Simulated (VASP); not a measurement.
Here is a VASP 6.6.1 calculation.

The input INCAR:

```
SYSTEM = Nd4O
  ALGO = Normal
  EDIFF = 1E-6
  ENCUT = 600
  GGA = PE
  GGA_COMPAT = .False.
  ISIF = 2
  ISMEAR = 0
  LASPH = .True.
  LCHARG = .True.
  LELF = .True.
  LMAXMIX = 6
  LREAL = .False.
  LVHAR = .True.
  LWAVE = .False.
  NBANDS = 33
  NELM = 200
  PREC = Accurate
  SIGMA = 0.1
```

KPOINTS

```
k-points
0
Gamma
  4 4 6
  0 0 0
```

POSCAR

```
Nd4O
1.0
    3.8919738200     -4.0868426400      0.0000000000
    3.8919738200      4.0868426400      0.0000000000
    0.0000000000      0.0000000000      3.4948736900
Nd O
4 1
Direct
    0.8105999900      0.1894000100      0.5000000000
    0.1894000100      0.8105999900      0.5000000000
    0.2852000000      0.2852000000      0.0000000000
    0.7148000000      0.7148000000      0.0000000000
    0.0000000000      0.0000000000      0.0000000000
```

Potentials or basis: VASP PAW PBE potentials, release 64 (Nd_3, O), 4f in core.

Run with:

```bash
$ cat potpaw_PBE.64/Nd_3/POTCAR potpaw_PBE.64/O/POTCAR > POTCAR
$ mpirun -np 1 vasp_std > vasp.out
```

(1) Predict the pressure.

(2) What does it give for the band gap on the k mesh?

Results:

(1) 22.5 GPa.

(2) zero (bands 25 and 26 overlap by 0.70 eV).

Caveat: the cell stands under pressure; spin-orbit coupling is left out, which moves the levels of the heavy elements; the 4f electrons are frozen in the core, so they carry no moment and show no levels; the run has no spin polarisation, though such a crystal can be magnetic; forces of over 1 eV/Å act on the atoms, so gaps and moduli don't describe the material at rest.
